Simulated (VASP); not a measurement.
Runs of VASP 6.6.1 on BN. The structure is that of space group P6_3/mmc (No. 194), or close to it. The cells are those of the table. 

```csv
cell,gap on the mesh (eV),pressure (GPa)
"a = 2.498, b = 2.498, c = 6.636 Å, angles 90.0, 90.0, 120.0°, 4 atoms",4.27,5.0
"a = 2.430, b = 2.430, c = 6.454 Å, angles 90.0, 90.0, 120.0°, 4 atoms",4.36,29.5
"a = 2.476, b = 2.476, c = 6.576 Å, angles 90.0, 90.0, 120.0°, 4 atoms",(a),12.2
"a = 2.453, b = 2.453, c = 6.516 Å, angles 90.0, 90.0, 120.0°, 4 atoms",4.33,20.3
"a = 2.520, b = 2.520, c = 6.694 Å, angles 90.0, 90.0, 120.0°, 4 atoms",(b),-1.4
```

Alike in all rows: task single point; level PBE; potentials or basis VASP PAW PBE potentials, release 64 (B, N); no spin polarisation; k mesh 8 × 8 × 3; cutoff (eV) 600; smearing gaussian 0.01 eV.

Estimate the missing entries.

(a) 4.30; (b) 4.24.

Caveats: an odd mesh through Γ misses points on the zone boundary, where band edges can lie; this functional lacks dispersion, which binds the layers, so the pressure and a relaxed spacing across them are unreliable; the cell stands under pressure (at least some runs).
